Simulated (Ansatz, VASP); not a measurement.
## AlNi in VASP and in Ansatz

```xyz
8
Lattice="-2.8931 2.8931 2.8931 2.8931 -2.8931 2.8931 2.8931 2.8931 -2.8931" Properties=species:S:1:pos:R:3 pbc="T T T"
Al    0.0000    0.0000    2.8931
Al    0.0000    0.0000    0.0000
Al    2.8931    0.0000    0.0000
Al    0.0000    2.8931    0.0000
Ni    1.5526    1.5526    1.4465
Ni    1.4465    1.4465   -1.4465
Ni    1.4465   -1.4465    1.4465
Ni   -1.4465    1.4465    1.4465
```

Alike in both runs: task single point; functional PBE; k mesh 14 × 14 × 14; occupations gaussian, width 0.15 eV; no spin polarisation.

```csv
,VASP,Ansatz
version,VASP 6.6.1,Ansatz 0.2.0
potentials or method,"VASP PAW PBE potentials, release 64 (Al, Ni), cutoff 520 eV","scalar-relativistic, plane waves, PAW"
valence electrons in the cell,52,84
```

Ansatz gave:

```
gap on the k mesh at the Fermi level (eV)                     : none
pressure (GPa)                                                : 0.5
traceless stress, the component that is largest in VASP (GPa) : 0.40
rms of the force components (eV/Å)                            : 0.266
```

**Question.** Estimate VASP's values.

**Answer.** gap on the k mesh at the Fermi level (eV): none; pressure (GPa): 0.4; traceless stress, the component that is largest in VASP (GPa): 0.40; rms of the force components (eV/Å): 0.267.

Atom by atom the forces differ by 0.001 eV/Å (rms over components). A gap of «none» marks a metal or a gap that the smearing closes. With one functional, cell and mesh, what is left measures potentials, basis and numerics. VASP's potentials hold 52 valence electrons a cell and Ansatz's 84, so a difference there can come from the potentials and not from the codes.
